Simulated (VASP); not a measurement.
Runs of VASP 6.6.1 on Ti. The structure is that of space group Fd-3m (No. 227), or close to it. The cells are those of the table. 

```tsv
spin	cell	k mesh	smearing	gap on the mesh (eV)	pressure (GPa)	moment (μB)
collinear, ferromagnetic start	a = 4.265 Å, angles 60.0°, 2 atoms	10 × 10 × 10	fermi-dirac 0.05 eV	none	(b)	4.57
off	a = 4.030 Å, angles 60.0°, 2 atoms	5 × 5 × 5	fermi-dirac 0.1 eV	none	0.2	-
collinear, ferromagnetic start	a = 4.087 Å, angles 60.0°, 2 atoms	10 × 10 × 10	fermi-dirac 0.05 eV	none	3.5	4.10
off	a = 3.976 Å, angles 60.0°, 2 atoms	16 × 16 × 16	fermi-dirac 0.1 eV	none	(c)	-
off	a = 4.030 Å, angles 60.0°, 2 atoms	16 × 16 × 16	fermi-dirac 0.1 eV	none	0.1	-
off	a = 4.185 Å, angles 60.0°, 2 atoms	16 × 16 × 16	fermi-dirac 0.1 eV	none	(a)	-
off	a = 4.083 Å, angles 60.0°, 2 atoms	16 × 16 × 16	fermi-dirac 0.1 eV	none	-1.1	-
collinear, ferromagnetic start	a = 4.321 Å, angles 60.0°, 2 atoms	10 × 10 × 10	fermi-dirac 0.05 eV	none	-0.9	4.71
off	a = 4.030 Å, angles 60.0°, 2 atoms	10 × 10 × 10	fermi-dirac 0.1 eV	none	0.1	-
off	a = 3.862 Å, angles 60.0°, 2 atoms	16 × 16 × 16	fermi-dirac 0.1 eV	none	5.1	-
collinear, ferromagnetic start	a = 4.207 Å, angles 60.0°, 2 atoms	10 × 10 × 10	fermi-dirac 0.05 eV	none	1.0	4.42
off	a = 4.135 Å, angles 60.0°, 2 atoms	16 × 16 × 16	fermi-dirac 0.1 eV	none	-2.0	-
```

Alike in all rows: task single point; level PBE; potentials or basis VASP PAW PBE potentials, release 64 (Ti_sv); cutoff (eV) 520.

Problem. Estimate the missing entries.

Solution. (a) -2.7; (b) 0.0; (c) 1.5.

Caveats: some runs use coarse meshes.

A gap of «none» marks levels without a gap at the run's occupations.
